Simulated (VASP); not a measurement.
# Cr: single point with PBE

Crystal: Cr.

```
Cr
1.0
    -1.42401    1.42401    1.42401
     1.42401   -1.42401    1.42401
     1.42401    1.42401   -1.42401
Cr
1
Direct
  0.00000 0.00000 0.00000
```

- Program: VASP 6.6.1
- Task: single point
- Functional: PBE
- Potentials or basis: VASP PAW PBE potentials, release 64 (Cr_pv)
- Cutoff: 520 eV
- k mesh: 15 × 15 × 15
- Occupations: methfessel-paxton, width 1 eV
- Spin: collinear spin, ferromagnetic start
- Starting moments: [1.5] μB
- Dipole correction: no
- Further INCAR settings: ALGO = Normal; EDIFF = 1e-07; NBANDS = 16

| Property | Result |
| --- | --- |
| Pressure | -2.8 GPa |
| Band gap on the k mesh | zero (filled and empty bands overlap) |
| Net moment | 0.00 μB per cell |
| Valence electrons inside the program's atomic spheres | Cr 11.06 |

Levels at points of the mesh, in eV from the Fermi level:
Spin up:
```
           k point  band 2  band 3  band 4  band 5  band 6  band 7  band 8  band 9  band 10  band 11
(0.00, 0.00, 0.00)  -42.68  -42.68   -7.79   -0.86   -0.86   -0.86    1.19    1.19     7.15    22.37
```
Spin down:
```
           k point  band 3  band 4  band 5  band 6  band 7  band 8  band 9  band 10
(0.00, 0.00, 0.00)  -42.68   -7.79   -0.86   -0.86   -0.86    1.19    1.19     7.15
```

It took 54 s on 1 thread of Intel Xeon 8259CL, with other jobs on the host, peak memory 0.15 GiB.

Caveat: so wide a smearing shifts energies and pressures; an empty level that is flat over the whole mesh can mark a ghost state of the potentials, or a narrow d or f band.
